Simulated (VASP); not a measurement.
Runs of VASP 6.6.1 on Ti. The structure is that of space group Fm-3m (No. 225), or close to it. The cells are those of the table. 

```tsv
cell	gap on the mesh (eV)	pressure (GPa)
a = 2.871 Å, angles 60.0°, 1 atom	none	-0.6
a = 2.927 Å, angles 60.0°, 1 atom	none	(a)
a = 2.832 Å, angles 60.0°, 1 atom	none	4.0
a = 2.890 Å, angles 60.0°, 1 atom	none	-2.6
a = 2.852 Å, angles 60.0°, 1 atom	none	(b)
a = 2.812 Å, angles 60.0°, 1 atom	none	6.6
a = 2.909 Å, angles 60.0°, 1 atom	none	-4.5
```

Alike in all rows: task single point; level PBEsol; potentials or basis VASP PAW PBE potentials, release 64 (Ti_sv); no spin polarisation; k mesh 12 × 12 × 12; cutoff (eV) 520; smearing methfessel-paxton 0.05 eV.

Problem. Estimate the missing entries.

Solution. (a) -6.4; (b) 1.7.

Caveats: the PAW data sets were made with another functional, which shifts forces and pressure a little.

A gap of «none» marks levels without a gap at the run's occupations.
